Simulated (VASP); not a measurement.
# NaH (Fm-3m) in VASP: further runs

NaH is run at these levels: PBE-based screened hybrid with 30 % exact exchange, HSE06; tasks: single point.

Program: VASP 6.6.1. These are calculated values, not measurements. Logs are shortened: lines on timing, memory, paths and dates and some standing lists are left out, and cuts for length are marked.

## 1. The cell of the first run

Symmetry: Fm-3m, No. 225, cubic system. The conventional cell has a = 4.795 Å, b = 4.795 Å, c = 4.795 Å, α = 90.00°, β = 90.00°, γ = 90.00°. Within 3.2 Å of Na (site symmetry m-3m) lie 6 H at 2.40 Å. H (site symmetry m-3m) has 6 Na at 2.40 Å within 3.2 Å.

## 2. Single point, PBE-based screened hybrid with 30 % exact exchange

Contents of POSCAR:

```
NaH
1.0
    0.0000000000      2.3975116427      2.3975116427
    2.3975116427      0.0000000000      2.3975116427
    2.3975116427      2.3975116427      0.0000000000
Na H
1 1
Direct
    0.0000000000      0.0000000000      0.0000000000
    0.5000000000      0.5000000000      0.5000000000
```

Contents of INCAR.step1:

```
SYSTEM = NaH
PREC     = Accurate       ! precision mode
ENCUT    = 520            ! plane-wave cutoff, eV
EDIFF    = 1E-5           ! SCF threshold, eV
ISMEAR   = 0              ! smearing method
SIGMA    = 0.01           ! smearing width, eV
LREAL    = .FALSE.        ! projectors in reciprocal space
LASPH    = .TRUE.         ! aspherical terms in the spheres
NELM     = 100            ! most SCF steps
ALGO     = Normal         ! electronic algorithm
ISIF     = 2              ! what is computed and relaxed
LWAVE    = .TRUE.         ! write WAVECAR
LCHARG   = .FALSE.        ! write CHGCAR
GGA      = PE             ! functional
NBANDS   = 11             ! bands
```

Contents of INCAR.step2:

```
SYSTEM = NaH
PREC     = Accurate       ! precision mode
ENCUT    = 520            ! plane-wave cutoff, eV
EDIFF    = 1E-6           ! SCF threshold, eV
ISMEAR   = 0              ! smearing method
SIGMA    = 0.01           ! smearing width, eV
LREAL    = .FALSE.        ! projectors in reciprocal space
LASPH    = .TRUE.         ! aspherical terms in the spheres
NELM     = 100            ! most SCF steps
ALGO     = Normal         ! electronic algorithm
ISIF     = 2              ! what is computed and relaxed
LWAVE    = .FALSE.        ! write WAVECAR
LCHARG   = .FALSE.        ! write CHGCAR
GGA      = PE             ! functional
LHFCALC  = .TRUE.         ! exact exchange
AEXX     = 0.3            ! exact-exchange fraction
HFSCREEN = 0.5            ! screening, 1/A
PRECFOCK = Normal       
ISTART   = 1            
NBANDS   = 11             ! bands
```

Contents of KPOINTS:

```
regular mesh
0
G
  4 4 4
  0 0 0
```

Potentials or basis: VASP PAW PBE potentials, release 64 (Na_pv, H).

Command:

```bash
cat potpaw_PBE.64/Na_pv/POTCAR potpaw_PBE.64/H/POTCAR > POTCAR
cp INCAR.step1 INCAR
mpirun -np 1 vasp_std > vasp.out
cp INCAR.step2 INCAR
mpirun -np 1 vasp_std > vasp.out
```

OUTCAR:

```text
SYSTEM = NaH
   PREC = Accurate
   ENCUT = 520
   EDIFF = 1E-6
   ISMEAR = 0
   LREAL = .FALSE.
   LASPH = .TRUE.
   NELM = 100
   ISIF = 2
   GGA = PE
   LHFCALC = .TRUE.
   AEXX = 0.3
   HFSCREEN = 0.5
   PRECFOCK = Normal
   ISTART = 1

 ion  position               nearest neighbor table
   1  0.000  0.000  0.000-
   2  0.500  0.500  0.500-

  LATTYP: Found a face centered cubic cell.
 ALAT       =     4.7950232854

  Lattice vectors:

 A1 = (   0.0000000000,   2.3975116427,   2.3975116427)
 A2 = (   2.3975116427,   0.0000000000,   2.3975116427)
 A3 = (   2.3975116427,   2.3975116427,   0.0000000000)

Analysis of symmetry for initial positions (statically):
=====================================================================
 Subroutine PRICEL returns:
 Original cell was already a primitive cell.

 Routine SETGRP: Setting up the symmetry group for a
 face centered cubic supercell.

 Subroutine GETGRP returns: Found 48 space group operations
 (whereof 48 operations were pure point group operations)
 out of a pool of 48 trial point group operations.

The static configuration has the point symmetry O_h .

Analysis of symmetry for dynamics (positions and initial velocities):
=====================================================================
 Subroutine PRICEL returns:
 Original cell was already a primitive cell.

 Routine SETGRP: Setting up the symmetry group for a
 face centered cubic supercell.

 Subroutine GETGRP returns: Found 48 space group operations
 (whereof 48 operations were pure point group operations)
 out of a pool of 48 trial point group operations.

The dynamic configuration has the point symmetry O_h .

 Subroutine INISYM returns: Found 48 space group operations
 (whereof 48 operations are pure point group operations),
 and found     1 'primitive' translations

----------------------------------------------------------------------------------------

                                     Primitive cell

  volume of cell :      27.5621

  direct lattice vectors                    reciprocal lattice vectors
     0.000000000  2.397511643  2.397511643    -0.208549561  0.208549561  0.208549561
     2.397511643  0.000000000  2.397511643     0.208549561 -0.208549561  0.208549561
     2.397511643  2.397511643  0.000000000     0.208549561  0.208549561 -0.208549561

  length of vectors
     3.390593481  3.390593481  3.390593481     0.361218435  0.361218435  0.361218435

  position of ions in fractional coordinates (direct lattice)
     0.000000000  0.000000000  0.000000000
     0.500000000  0.500000000  0.500000000

  ion indices of the primitive-cell ions
   primitive index   ion index
                 1           1
                 2           2

----------------------------------------------------------------------------------------

 KPOINTS: regular mesh

Automatic generation of k-mesh.
 Grid dimensions read from file:
 generate k-points for:    4    4    4

 Generating k-lattice:

  Cartesian coordinates                     Fractional coordinates (reciprocal lattice)
    -0.052137390  0.052137390  0.052137390     0.250000000  0.000000000  0.000000000
     0.052137390 -0.052137390  0.052137390     0.000000000  0.250000000  0.000000000
     0.052137390  0.052137390 -0.052137390     0.000000000  0.000000000  0.250000000

  Length of vectors
     0.090304609  0.090304609  0.090304609

  Shift w.r.t. Gamma in fractional coordinates (k-lattice)
     0.000000000  0.000000000  0.000000000

 Subroutine IBZKPT returns following result:
 ===========================================

 Found      8 irreducible k-points:

 Following reciprocal coordinates:
            Coordinates               Weight
  0.000000  0.000000  0.000000      1.000000
  0.250000  0.000000  0.000000      8.000000
  0.500000  0.000000  0.000000      4.000000
  0.250000  0.250000  0.000000      6.000000
  0.500000  0.250000  0.000000     24.000000
 -0.250000  0.250000  0.000000     12.000000
  0.500000  0.500000  0.000000      3.000000
 -0.250000  0.500000  0.250000      6.000000
   k-points           NKPTS =      8   k-points in BZ     NKDIM =     64   number of bands    NBANDS=     11
   number of dos      NEDOS =    301   number of ions     NIONS =      2
   total plane-waves  NPLWV =  21952
   dimension x,y,z NGX =    28 NGY =   28 NGZ =   28
   dimension x,y,z NGXF=    56 NGYF=   56 NGZF=   56
   ions per type =               1   1
   NGX,Y,Z   is equivalent  to a cutoff of  13.73, 13.73, 13.73 a.u.
   NGXF,Y,Z  is equivalent  to a cutoff of  27.46, 27.46, 27.46 a.u.
 SYSTEM =  NaH
   PREC   = accura    normal or accurate (medium, high low for compatibility)
   ISTART =      1    job   : 0-new  1-cont  2-samecut
   ICHARG =      0    charge: 1-file 2-atom 10-const
   ISPIN  =      1    spin polarized calculation?
   LNONCOLLINEAR =      F non collinear calculations
   LSORBIT =      F    spin-orbit coupling
   LASPH  =      T    aspherical Exc in radial PAW
   ENCUT  =  520.0 eV  38.22 Ry    6.18 a.u.   6.30  6.30  6.30*2*pi/ulx,y,z
   NELM   =    100;   NELMIN=  2; NELMDL=  0     # of ELM steps
   EDIFF  = 0.1E-05   stopping-criterion for ELM
   LREAL  =      F    real-space projection
   EDIFFG = 0.1E-04   stopping-criterion for IOM
   NSW    =      0    number of steps for IOM
   IBRION =     -1    ionic relax: 0-MD 1-quasi-New 2-CG
   NFREE  =      0    steps in history (QN), initial steepest desc. (CG)
   ISIF   =      2    stress and relaxation
   ISYM   =      3    0-nonsym 1-usesym 2-fastsym
   POTIM  = 0.5000    time-step for ionic-motion
   TEBEG  =    0.0;   TEEND  =   0.0 temperature during run
   PSTRESS=    0.0 pullay stress
   NELECT =       8.0000    total number of electrons
   NUPDOWN=      -1.0000    fix difference up-down
   EMIN   =  10.00;   EMAX   =-10.00  energy-range for DOS
   EFERMI =   0.00;   METHOD = LEGACY
   ISMEAR =     0;   SIGMA  =   0.01  broadening in eV -4-tet -1-fermi 0-gaus
   EFERMI_NEDOS =   21; number of points for ismear=-14 and -15
   IALGO  =     38    algorithm
   IMIX   =      1    mixing-type and parameters
     AMIX     =   0.40;   BMIX     =  1.00
     AMIX_MAG =   1.60;   BMIX_MAG =  1.00
  volume/ion in A,a.u.               =      13.78        93.00
  Fermi-wavevector in a.u.,A,eV,Ry     =   1.083929  2.048328 15.985508  1.174902
  Thomas-Fermi vector in A             =   2.220007
   LORBIT       =      0    0 simple, 1 ext, 2 COOP (PROOUT), +10 PAW based schemes
   GGA     = PE    functional components
   LHFCALC =     T    Hartree Fock is set to
   PRECFOCK=normal    Normal, Fast or Accurate (Low or Medium for compatibility)
   ENCUT4O =  -1.0   cutoff for four orbital integrals eV
   NKREDX  =     1    reduce k-point grid by
   NKREDY  =     1    reduce k-point grid by
   NKREDZ  =     1    reduce k-point grid by
   AEXX    =    0.3000 exact exchange contribution
   HFSCREEN=    0.5000 screening length (either q_TF or 0.3 A-1)
   HFSCREENC=   0.5000 screening length for correlation (either q_TF or 0.3 A-1)
   ENCUTFOCK=  -1.0 apply spherical cutoff to Coloumb kernel
   IVDW    =     0    specifies the selected vdW correction
   LEPSILON=     F    determine dielectric tensor
   LRPA    =     F    only Hartree local field effects (RPA)
 non-spin polarized calculation
 Gauss-broadening in eV      SIGMA  =   0.01
  energy-cutoff  :      520.00
  volume of cell :       27.56
 maximum number of plane-waves:       754
 NGX is ok and might be reduce to    28
  NGX = 20; NGY = 20; NGZ = 20

 number of electron       7.9999992 magnetization

 Free energy of the ion-electron system (eV)
  ---------------------------------------------------
  ext. energy  EPLUGINS =         0.00000000
  ---------------------------------------------------
  free energy    TOTEN  =        -5.52090922 eV

  energy without entropy =       -5.52090922  energy(sigma->0) =       -5.52090922

 E-fermi :  -1.3532     XC(G=0):  -6.7768

 val. band max:       -1.5095261880   @ k =  -0.2500   0.5000   0.2500
 cond. band min:       2.8874743427   @ k =   0.5000   0.0000   0.0000
 fundamental gap:      4.3970005307
 Fermi energy:        -1.3532442241

 k-point     1 :       0.0000    0.0000    0.0000
  band No.  band energies     occupation
      1     -26.0577      2.00000
      2     -26.0577      2.00000
      3     -26.0577      2.00000
      4      -5.3225      2.00000
      5      10.0804      0.00000
      6      15.1445      0.00000
      7      15.1445      0.00000
      8      15.1445      0.00000
      9      16.1257      0.00000
     10      16.1257      0.00000
     11      16.1257      0.00000

 k-point     2 :       0.2500    0.0000    0.0000
  band No.  band energies     occupation
      1     -26.1038      2.00000
      2     -26.0631      2.00000
      3     -26.0631      2.00000
      4      -4.2196      2.00000
      5       6.5356      0.00000
      6      11.0358      0.00000
      7      13.5222      0.00000
      8      13.5222      0.00000
      9      17.0876      0.00000
     10      17.0876      0.00000
     11      18.4939      0.00000

 k-point     3 :       0.5000    0.0000    0.0000
  band No.  band energies     occupation
      1     -26.1491      2.00000
      2     -26.0685      2.00000
      3     -26.0685      2.00000
      4      -2.4175      2.00000
      5       2.8875      0.00000
      6      10.2818      0.00000
      7      12.8704      0.00000
      8      12.8704      0.00000
      9      16.0366      0.00000
     10      16.0366      0.00000
     11      18.6361      0.00000

 k-point     4 :       0.2500    0.2500    0.0000
  band No.  band energies     occupation
      1     -26.1006      2.00000
      2     -26.0729      2.00000
      3     -26.0729      2.00000
      4      -3.8859      2.00000
      5       6.8177      0.00000
      6      10.9891      0.00000
      7      11.4165      0.00000
      8      11.4165      0.00000
      9      14.4169      0.00000
     10      19.5953      0.00000
     11      22.1424      0.00000

 k-point     5 :       0.5000    0.2500    0.0000
  band No.  band energies     occupation
      1     -26.1307      2.00000
      2     -26.0911      2.00000
      3     -26.0784      2.00000
      4      -2.1589      2.00000
      5       4.2146      0.00000
      6       7.0560      0.00000
      7      11.0098      0.00000
      8      12.0190      0.00000
      9      16.6131      0.00000
     10      19.7405      0.00000
     11      20.1143      0.00000

 k-point     6 :      -0.2500    0.2500    0.0000
  band No.  band energies     occupation
      1     -26.1225      2.00000
      2     -26.0928      2.00000
      3     -26.0686      2.00000
      4      -2.7434      2.00000
      5       5.0870      0.00000
      6       6.6935      0.00000
      7      12.5229      0.00000
      8      13.1274      0.00000
      9      18.1719      0.00000
     10      18.4076      0.00000
     11      19.4371      0.00000

 k-point     7 :       0.5000    0.5000    0.0000
  band No.  band energies     occupation
      1     -26.1374      2.00000
      2     -26.0883      2.00000
      3     -26.0883      2.00000
      4      -1.6889      2.00000
      5       3.7628      0.00000
      6       9.3549      0.00000
      7      10.0809      0.00000
      8      10.0809      0.00000
      9      11.4143      0.00000
     10      23.9486      0.00000
     11      25.6257      0.00000

 k-point     8 :      -0.2500    0.5000    0.2500
  band No.  band energies     occupation
      1     -26.1128      2.00000
      2     -26.1128      2.00000
      3     -26.0908      2.00000
      4      -1.5095      2.00000
      5       5.2201      0.00000
      6       5.2201      0.00000
      7       7.7480      0.00000
      8      16.1957      0.00000
      9      17.3962      0.00000
     10      17.3962      0.00000
     11      19.1379      0.00000

------------------------ aborting loop because EDIFF is reached ----------------------------------------

  FORCE on cell =-STRESS in cart. coord.  units (eV):
  Direction    XX          YY          ZZ          XY          YZ          ZX
  --------------------------------------------------------------------------------------
  -------------------------------------------------------------------------------------
  Total        0.0271049      0.0271049      0.0271049     -0.0000000      0.0000000      0.0000000
  in kB        1.5756009      1.5756009      1.5756009     -0.0000000      0.0000000      0.0000000
  external PRESSURE =       1.5756009 kB  Pullay stress =       0.0000000 kB

 VOLUME and BASIS-vectors are now :
 -----------------------------------------------------------------------------
  energy-cutoff  :      520.00
  volume of cell :       27.56
      direct lattice vectors                 reciprocal lattice vectors
     0.000000000  2.397511643  2.397511643    -0.208549561  0.208549561  0.208549561
     2.397511643  0.000000000  2.397511643     0.208549561 -0.208549561  0.208549561
     2.397511643  2.397511643  0.000000000     0.208549561  0.208549561 -0.208549561

 POSITION                                       TOTAL-FORCE (eV/Angst)
 -----------------------------------------------------------------------------------
      0.00000      0.00000      0.00000        -0.000000      0.000000     -0.000000
      2.39751      2.39751      2.39751         0.000000     -0.000000      0.000000
 -----------------------------------------------------------------------------------
    total drift:                               -0.000001     -0.000001     -0.000001

  FREE ENERGIE OF THE ION-ELECTRON SYSTEM (eV)
  ---------------------------------------------------
  free  energy   TOTEN  =        -5.5209092215 eV

  energy  without entropy=       -5.5209092215  energy(sigma->0) =       -5.52090922
```

Run time: 45 s. Hardware: 1 thread of Intel Xeon Platinum 8488C (Sapphire Rapids), shared host; peak memory 0.24 GiB.

What came out:

- Free energy: -5.5209 eV
- Pressure: 0.2 GPa
- Band gap on the k mesh: 4.40 eV (least direct gap 5.30 eV)

Levels at points of the mesh, in eV from the valence-band top:
```csv
k point,band 2,band 3,band 4,band 5,band 6,band 7
"(0.00, 0.00, 0.00)",-24.55,-24.55,-3.81,11.59,16.65,16.65
"(0.50, 0.00, 0.00)",-24.56,-24.56,-0.91,4.40,11.79,14.38
"(0.50, 0.50, 0.00)",-24.58,-24.58,-0.18,5.27,10.86,11.59
```

Caveat: the k points lie up to 0.57 Å⁻¹ apart; the PAW data sets were made with another functional, which shifts forces and pressure a little. A k mesh can miss the band edges.

## 3. Single point, HSE06

POSCAR is that of step 2.

Contents of INCAR.step1:

```
  ALGO = Normal
  EDIFF = 1E-5
  ENCUT = 520
  GGA = PE
  ISIF = 2
  ISMEAR = 0
  LASPH = True
  LCHARG = False
  LREAL = False
  LWAVE = True
  NBANDS = 11
  NELM = 60
  PREC = Accurate
  SIGMA = 0.01
```

Contents of INCAR.step2:

```
  ALGO = Normal
  EDIFF = 1E-7
  ENCUT = 520
  GGA = PE
  HFSCREEN = 0.2079
  ISIF = 2
  ISMEAR = 0
  ISTART = 1
  LASPH = True
  LCHARG = False
  LHFCALC = True
  LREAL = False
  LWAVE = False
  NBANDS = 11
  NELM = 60
  PREC = Accurate
  PRECFOCK = Normal
  SIGMA = 0.01
```

Contents of KPOINTS:

```
k-points
0
Gamma
  4 4 4
```

Potentials or basis: VASP PAW PBE potentials, release 64 (Na_pv, H).

Command:

```bash
cat potpaw_PBE.64/Na_pv/POTCAR potpaw_PBE.64/H/POTCAR > POTCAR
cp INCAR.step1 INCAR
mpirun -np 1 vasp_std > vasp.out
cp INCAR.step2 INCAR
mpirun -np 1 vasp_std > vasp.out
```

Wall time 53 s (1 thread of Intel Xeon Platinum 8488C (Sapphire Rapids), shared host); peak memory 0.24 GiB.

The run converged. Its results:

| Property | Result |
| --- | --- |
| Free energy | -5.7630 eV |
| Pressure | 0.2 GPa |
| Band gap on the k mesh | 4.85 eV (least direct gap 5.81 eV) |

Levels at points of the mesh, in eV from the valence-band top:
| k point | band 1 | band 2 | band 3 | band 4 | band 5 | band 6 | band 7 | band 8 | band 9 |
| --- | --- | --- | --- | --- | --- | --- | --- | --- | --- |
| (0.00, 0.00, 0.00) | -24.35 | -24.35 | -24.35 | -4.02 | 12.19 | 17.18 | 17.18 | 17.18 | 18.24 |
| (0.50, 0.00, 0.00) | -24.45 | -24.36 | -24.36 | -0.97 | 4.85 | 12.33 | 14.94 | 14.94 | 18.09 |
| (0.50, 0.50, 0.00) | -24.43 | -24.38 | -24.38 | -0.19 | 5.72 | 11.35 | 12.13 | 12.13 | 13.50 |

Caveat: the k points lie up to 0.57 Å⁻¹ apart; the PAW data sets were made with another functional, which shifts forces and pressure a little.
